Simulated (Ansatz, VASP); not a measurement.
## ZnS in VASP and in Ansatz

```
CELL_PARAMETERS angstrom
3.61879 0.00000 0.00000
-1.80939 3.13396 0.00000
0.00000 0.00000 7.11852
ATOMIC_POSITIONS crystal
Zn 0.33333 0.66667 0.00520
Zn 0.66667 0.33333 0.50520
S 0.33333 0.66667 0.41946
S 0.66667 0.33333 0.91946
```

Alike in both runs: task single point; functional PBE; k mesh 9 × 9 × 4; occupations gaussian, width 0.05 eV; no spin polarisation.

```csv
,VASP,Ansatz
version,VASP 6.6.1,Ansatz 0.2.0
potentials or method,"VASP PAW PBE potentials, release 64 (Zn, S), cutoff 520 eV","scalar-relativistic, plane waves, PAW"
valence electrons in the cell,36,36
```

VASP gave:

| Item | Value |
| --- | --- |
| gap on the k mesh at the Fermi level (eV) | 2.10 |
| least direct gap on the mesh (eV) | 2.10 |
| pressure (GPa) | 10.4 |
| traceless stress, the component that is largest in VASP (GPa) | -13.60 |
| rms of the force components (eV/Å) | 0.497 |

Q: What did Ansatz give for the same quantities?

A: gap on the k mesh at the Fermi level (eV): 2.09; least direct gap on the mesh (eV): 2.09; pressure (GPa): 10.3; traceless stress, the component that is largest in VASP (GPa): -13.47; rms of the force components (eV/Å): 0.487.

Atom by atom the forces differ by 0.010 eV/Å (rms over components). With one functional, cell and mesh, what is left measures potentials, basis and numerics.
